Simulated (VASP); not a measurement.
# TePb (I4/mmm) in VASP: notebook

The runs below take TePb through single point, with PBE.

Everything below comes from runs of VASP 6.6.1. Logs are shortened: lines on timing, memory, paths and dates and some standing lists are left out, and cuts for length are marked.

**1. The cell of the first run**

The structure is tetragonal, space group I4/mmm (No. 139). Conventional cell: a = 4.182 Å, b = 4.182 Å, c = 7.688 Å, α = 90.00°, β = 90.00°, γ = 90.00°. Te (site symmetry 4/mmm) has 6 Pb at 2.96 to 3.84 Å within 3.9 Å. Within 3.9 Å of Pb (site symmetry 4/mmm) lie 6 Te at 2.96 to 3.84 Å.

**2. Single point, PBE**

Contents of INCAR:

```
SYSTEM = TePb
  ALGO = Normal
  EDIFF = 1E-7
  ENCUT = 520
  GGA = PE
  ISIF = 2
  ISMEAR = 0
  LASPH = .True.
  LCHARG = .True.
  LELF = .True.
  LREAL = .False.
  LVHAR = .True.
  LWAVE = .False.
  NBANDS = 17
  NELM = 80
  PREC = Accurate
  SIGMA = 0.05
```

Contents of KPOINTS:

```
k-points
0
Gamma
  8 8 8
  0 0 0
```

Contents of POSCAR:

```
TePb
1.0
    0.0000000000      2.9567720755      3.8438036981
    2.9567720755      0.0000000000      3.8438036981
    2.9567720755      2.9567720755      0.0000000000
Te Pb
1 1
Direct
    0.5000000000      0.5000000000      0.5000000000
    0.0000000000      0.0000000000      0.0000000000
```

Potentials or basis: VASP PAW PBE potentials, release 64 (Te, Pb_d).

Launch:

```console
$ cat potpaw_PBE.64/Te/POTCAR potpaw_PBE.64/Pb_d/POTCAR > POTCAR
$ mpirun -np 1 vasp_std > vasp.out
```

OUTCAR:

```text
SYSTEM = TePb
   EDIFF = 1E-7
   ENCUT = 520
   GGA = PE
   ISIF = 2
   ISMEAR = 0
   LASPH = .True.
   LREAL = .False.
   NELM = 80
   PREC = Accurate

 ion  position               nearest neighbor table
   1  0.500  0.500  0.500-   2 2.96   2 2.96   2 2.96   2 2.96   2 3.84   2 3.84
   2  0.000  0.000  0.000-   1 2.96   1 2.96   1 2.96   1 2.96   1 3.84   1 3.84

  LATTYP: Found a body centered tetragonal cell.
 ALAT       =     4.1815071700
 C/A-ratio  =     1.8384776311

  Lattice vectors:

 A1 = (  -2.9567720755,   0.0000000000,   3.8438036981)
 A2 = (   2.9567720755,   0.0000000000,   3.8438036981)
 A3 = (   0.0000000000,   2.9567720755,  -3.8438036981)

Analysis of symmetry for initial positions (statically):
=====================================================================
 Subroutine PRICEL returns:
 Original cell was already a primitive cell.

 Routine SETGRP: Setting up the symmetry group for a
 body centered tetragonal supercell.

 Subroutine GETGRP returns: Found 16 space group operations
 (whereof 16 operations were pure point group operations)
 out of a pool of 16 trial point group operations.

The static configuration has the point symmetry D_4h.

Analysis of symmetry for dynamics (positions and initial velocities):
=====================================================================
 Subroutine PRICEL returns:
 Original cell was already a primitive cell.

 Routine SETGRP: Setting up the symmetry group for a
 body centered tetragonal supercell.

 Subroutine GETGRP returns: Found 16 space group operations
 (whereof 16 operations were pure point group operations)
 out of a pool of 16 trial point group operations.

The dynamic configuration has the point symmetry D_4h.

 Subroutine INISYM returns: Found 16 space group operations
 (whereof 16 operations are pure point group operations),
 and found     1 'primitive' translations

----------------------------------------------------------------------------------------

                                     Primitive cell

  volume of cell :      67.2089

  direct lattice vectors                    reciprocal lattice vectors
     0.000000000  2.956772075  3.843803698    -0.169103329  0.169103329  0.130079484
     2.956772075  0.000000000  3.843803698     0.169103329 -0.169103329  0.130079484
     2.956772075  2.956772075  0.000000000     0.169103329  0.169103329 -0.130079484

  length of vectors
     4.849466772  4.849466772  4.181507170     0.272236191  0.272236191  0.272236191

  position of ions in fractional coordinates (direct lattice)
     0.500000000  0.500000000  0.500000000
     0.000000000  0.000000000  0.000000000

  ion indices of the primitive-cell ions
   primitive index   ion index
                 1           1
                 2           2

----------------------------------------------------------------------------------------

 KPOINTS: k-points

Automatic generation of k-mesh.
 Grid dimensions read from file:
 generate k-points for:    8    8    8

 Generating k-lattice:

  Cartesian coordinates                     Fractional coordinates (reciprocal lattice)
    -0.021137916  0.021137916  0.016259935     0.125000000  0.000000000  0.000000000
     0.021137916 -0.021137916  0.016259935     0.000000000  0.125000000  0.000000000
     0.021137916  0.021137916 -0.016259935     0.000000000  0.000000000  0.125000000

  Length of vectors
     0.034029524  0.034029524  0.034029524

  Shift w.r.t. Gamma in fractional coordinates (k-lattice)
     0.000000000  0.000000000  0.000000000

 Subroutine IBZKPT returns following result:
 ===========================================

 Found     59 irreducible k-points:

 Following reciprocal coordinates:
            Coordinates               Weight
  0.000000  0.000000  0.000000      1.000000
  0.125000  0.000000  0.000000      8.000000
  0.250000  0.000000  0.000000      8.000000
  0.375000  0.000000  0.000000      8.000000
  0.500000  0.000000  0.000000      4.000000
  0.125000  0.125000  0.000000      2.000000
[... 16 lines left out ...]
  0.250000  0.000000  0.125000     16.000000
  0.375000  0.000000  0.125000     16.000000
 [... further k-points ...]
   k-points           NKPTS =     59   k-points in BZ     NKDIM =     59   number of bands    NBANDS=     17
   number of dos      NEDOS =    301   number of ions     NIONS =      2
   total plane-waves  NPLWV =  41472
   dimension x,y,z NGX =    36 NGY =   36 NGZ =   32
   dimension x,y,z NGXF=    72 NGYF=   72 NGZF=   64
   ions per type =               1   1
   NGX,Y,Z   is equivalent  to a cutoff of  12.34, 12.34, 12.72 a.u.
   NGXF,Y,Z  is equivalent  to a cutoff of  24.68, 24.68, 25.44 a.u.
 SYSTEM =  TePb
   PREC   = accura    normal or accurate (medium, high low for compatibility)
   ISTART =      0    job   : 0-new  1-cont  2-samecut
   ICHARG =      2    charge: 1-file 2-atom 10-const
   ISPIN  =      1    spin polarized calculation?
   LNONCOLLINEAR =      F non collinear calculations
   LSORBIT =      F    spin-orbit coupling
   LASPH  =      T    aspherical Exc in radial PAW
   ENCUT  =  520.0 eV  38.22 Ry    6.18 a.u.   9.02  9.02  7.77*2*pi/ulx,y,z
   NELM   =     80;   NELMIN=  2; NELMDL= -5     # of ELM steps
   EDIFF  = 0.1E-06   stopping-criterion for ELM
   LREAL  =      F    real-space projection
   EDIFFG = 0.1E-05   stopping-criterion for IOM
   NSW    =      0    number of steps for IOM
   IBRION =     -1    ionic relax: 0-MD 1-quasi-New 2-CG
   NFREE  =      0    steps in history (QN), initial steepest desc. (CG)
   ISIF   =      2    stress and relaxation
   ISYM   =      2    0-nonsym 1-usesym 2-fastsym
   POTIM  = 0.5000    time-step for ionic-motion
   TEBEG  =    0.0;   TEEND  =   0.0 temperature during run
   PSTRESS=    0.0 pullay stress
   NELECT =      20.0000    total number of electrons
   NUPDOWN=      -1.0000    fix difference up-down
   EMIN   =  10.00;   EMAX   =-10.00  energy-range for DOS
   EFERMI =   0.00;   METHOD = LEGACY
   ISMEAR =     0;   SIGMA  =   0.05  broadening in eV -4-tet -1-fermi 0-gaus
   EFERMI_NEDOS =   21; number of points for ismear=-14 and -15
   IALGO  =     38    algorithm
   IMIX   =      4    mixing-type and parameters
     AMIX     =   0.40;   BMIX     =  1.00
     AMIX_MAG =   1.60;   BMIX_MAG =  1.00
  volume/ion in A,a.u.               =      33.60       226.77
  Fermi-wavevector in a.u.,A,eV,Ry     =   1.092972  2.065418 16.253366  1.194589
  Thomas-Fermi vector in A             =   2.229249
   LORBIT       =      0    0 simple, 1 ext, 2 COOP (PROOUT), +10 PAW based schemes
   GGA     = PE    functional components
   LHFCALC =     F    Hartree Fock is set to
   AEXX    =    0.0000 exact exchange contribution
   IVDW    =     0    specifies the selected vdW correction
   LEPSILON=     F    determine dielectric tensor
   LRPA    =     F    only Hartree local field effects (RPA)
 non-spin polarized calculation
 Gauss-broadening in eV      SIGMA  =   0.05
  energy-cutoff  :      520.00
  volume of cell :       67.21
 maximum number of plane-waves:      1838
   NGX = 17   NGY = 17   NGZ = 15

 number of electron      19.9999999 magnetization

 Free energy of the ion-electron system (eV)
  ---------------------------------------------------
  ext. energy  EPLUGINS =         0.00000000
  ---------------------------------------------------
  free energy    TOTEN  =        -6.61949246 eV

  energy without entropy =       -6.61871195  energy(sigma->0) =       -6.61910221

 E-fermi :   6.2712     XC(G=0):  -9.2128

 val. band max:        6.1434903390   @ k =  -0.2500   0.1250   0.0000
 cond. band min:       6.2980357872   @ k =   0.5000   0.0000   0.1250
 fundamental gap:      0.1545454482
 Fermi energy:         6.2711685190

 k-point     1 :       0.0000    0.0000    0.0000
  band No.  band energies     occupation
      1     -11.1378      2.00000
      2     -11.0270      2.00000
      3     -11.0270      2.00000
      4     -10.9976      2.00000
      5     -10.9911      2.00000
      6      -6.7446      2.00000
[... 9 lines left out ...]
     16      12.3363      0.00000
     17      12.3363      0.00000

 k-point     2 :       0.1250    0.0000    0.0000
  band No.  band energies     occupation
      1     -11.1314      2.00000
      2     -11.0290      2.00000
      3     -11.0261      2.00000
      4     -11.0055      2.00000
      5     -10.9855      2.00000
      6      -6.6084      2.00000
[... 9 lines left out ...]
     16      12.0359      0.00000
     17      12.5413      0.00000

 k-point     3 :       0.2500    0.0000    0.0000
  band No.  band energies     occupation
      1     -11.1178      2.00000
      2     -11.0339      2.00000
      3     -11.0261      2.00000
      4     -11.0219      2.00000
      5     -10.9710      2.00000
      6      -6.2107      2.00000
[... 9 lines left out ...]
     16      12.7408      0.00000
     17      13.1172      0.00000

 k-point     4 :       0.3750    0.0000    0.0000
  band No.  band energies     occupation
      1     -11.1062      2.00000
      2     -11.0435      2.00000
      3     -11.0387      2.00000
      4     -11.0209      2.00000
      5     -10.9548      2.00000
      6      -5.6189      2.00000
[... 9 lines left out ...]
     16      14.0226      0.00000
     17      14.4402      0.00000
[... 343 lines left out ...]
      1     -11.1237      2.00000
      2     -11.0296      2.00000
      3     -11.0280      2.00000
      4     -11.0148      2.00000
      5     -10.9799      2.00000
      6      -6.5102      2.00000
[... 9 lines left out ...]
     16      12.5304      0.00000
     17      13.4425      0.00000

 k-point    23 :       0.2500    0.0000    0.1250
  band No.  band energies     occupation
      1     -11.1095      2.00000
      2     -11.0370      2.00000
      3     -11.0343      2.00000
      4     -11.0265      2.00000
      5     -10.9653      2.00000
      6      -6.1436      2.00000
[... 9 lines left out ...]
     16      13.1351      0.00000
     17      14.2713      0.00000

 k-point    24 :       0.3750    0.0000    0.1250
  band No.  band energies     occupation
      1     -11.0985      2.00000
      2     -11.0588      2.00000
      3     -11.0388      2.00000
      4     -11.0240      2.00000
      5     -10.9493      2.00000
      6      -5.5667      2.00000
[... 9 lines left out ...]
     16      14.7082      0.00000
     17      15.0967      0.00000

 [... further k-points ...]

------------------------ aborting loop because EDIFF is reached ----------------------------------------

  FORCE on cell =-STRESS in cart. coord.  units (eV):
  Direction    XX          YY          ZZ          XY          YZ          ZX
  --------------------------------------------------------------------------------------
  -------------------------------------------------------------------------------------
  Total        6.9493870      6.9493870     -1.6946325      0.0000000      0.0000000      0.0000000
  in kB      165.6647808    165.6647808    -40.3979394      0.0000000      0.0000000      0.0000000
  external PRESSURE =      96.9772074 kB  Pullay stress =       0.0000000 kB

 VOLUME and BASIS-vectors are now :
 -----------------------------------------------------------------------------
  energy-cutoff  :      520.00
  volume of cell :       67.21
      direct lattice vectors                 reciprocal lattice vectors
     0.000000000  2.956772075  3.843803698    -0.169103329  0.169103329  0.130079484
     2.956772075  0.000000000  3.843803698     0.169103329 -0.169103329  0.130079484
     2.956772075  2.956772075  0.000000000     0.169103329  0.169103329 -0.130079484

 POSITION                                       TOTAL-FORCE (eV/Angst)
 -----------------------------------------------------------------------------------
      2.95677      2.95677      3.84380         0.000000      0.000000      0.000000
      0.00000      0.00000      0.00000        -0.000000     -0.000000     -0.000000
 -----------------------------------------------------------------------------------
    total drift:                               -0.000000      0.000000      0.000000

  FREE ENERGIE OF THE ION-ELECTRON SYSTEM (eV)
  ---------------------------------------------------
  free  energy   TOTEN  =        -6.6194924630 eV

  energy  without entropy=       -6.6187119544  energy(sigma->0) =       -6.61910221
```

It took 97 s on 1 thread of Intel Xeon 8259CL, shared host; peak memory 0.23 GiB.

Results:

```yaml
Free_energy: -6.6195 eV
Pressure: 9.7 GPa
Band_gap_on_the_k_mesh: zero (bands 10 and 11 overlap by 0.40 eV)
```

Stress tensor (GPa, compression positive):
```
16.57  0.00  0.00
 0.00 16.57  0.00
 0.00  0.00 -4.04
```

Levels at points of the mesh, in eV from the Fermi level:
```
           k point  band 8  band 9  band 10  band 11  band 12  band 13
(0.00, 0.00, 0.00)   -2.72   -2.72    -1.57     1.61     3.73     4.43
(0.50, 0.00, 0.00)   -2.05   -1.07    -0.40     0.34     1.15     1.20
(0.50, 0.50, 0.00)   -4.90   -3.22    -3.22     3.25     4.31     6.00
(0.50, 0.00, 0.50)   -5.55   -4.94    -2.37     2.22     2.70     7.04
```

Caveat: the cell stands under pressure; semilocal functionals underestimate gaps, so a narrow gap can read as zero; spin-orbit coupling is left out, which moves the levels of the heavy elements.

**3. Single point, PBE**

This run uses another cell than the first one, of the same volume but with other edges.

Contents of INCAR:

```
SYSTEM = TePb
PREC = Accurate
ENCUT = 520
EDIFF = 1E-6
ISMEAR = 0
SIGMA = 0.05
LREAL = .FALSE.
LASPH = .TRUE.
NELM = 100
ALGO = Normal
ISIF = 2
LWAVE = .FALSE.
LCHARG = .TRUE.
GGA = PE
LELF = .TRUE.
LVHAR = .TRUE.
NBANDS = 17
```

Contents of KPOINTS:

```
regular mesh
0
G
  8 8 8
  0 0 0
```

Contents of POSCAR:

```
TePb
1.0
    0.0000000000      3.3179488732      3.0525129633
    3.3179488732      0.0000000000      3.0525129633
    3.3179488732      3.3179488732      0.0000000000
Te Pb
1 1
Direct
    0.5000000000      0.5000000000      0.5000000000
    0.0000000000      0.0000000000      0.0000000000
```

Potentials or basis: VASP PAW PBE potentials, release 64 (Te, Pb_d).

Launch:

```console
$ cat potpaw_PBE.64/Te/POTCAR potpaw_PBE.64/Pb_d/POTCAR > POTCAR
$ mpirun -np 1 vasp_std > vasp.out
```

It took 79 s on 1 thread of Intel Xeon 8259CL, shared host; peak memory 0.24 GiB.

The run converged. Its results:

* Free energy: -7.3629 eV
* Pressure: 3.3 GPa
* Band gap on the k mesh: 0.39 eV

Stress tensor (GPa, compression positive):
```
-0.76  0.00  0.00
 0.00 -0.76  0.00
 0.00  0.00 11.40
```

Levels at points of the mesh, in eV from the valence-band top:
| k point | band 6 | band 7 | band 8 | band 9 | band 10 | band 11 | band 12 | band 13 | band 14 | band 15 |
| --- | --- | --- | --- | --- | --- | --- | --- | --- | --- | --- |
| (0.00, 0.00, 0.00) | -12.32 | -5.76 | -2.18 | -1.31 | -1.31 | 3.23 | 3.23 | 5.27 | 5.43 | 5.43 |
| (0.50, 0.00, 0.00) | -10.87 | -8.88 | -1.25 | -1.13 | 0.00 | 0.39 | 0.85 | 1.39 | 8.12 | 8.56 |
| (0.50, 0.50, 0.00) | -10.26 | -7.86 | -4.89 | -3.19 | -3.19 | 2.87 | 5.06 | 5.06 | 7.32 | 9.81 |
| (0.50, 0.00, 0.50) | -10.81 | -7.28 | -4.72 | -3.45 | -2.54 | 3.16 | 4.35 | 6.13 | 6.52 | 9.25 |

Caveat: the cell stands under pressure; spin-orbit coupling is left out, which moves the levels of the heavy elements. A k mesh can miss the band edges.
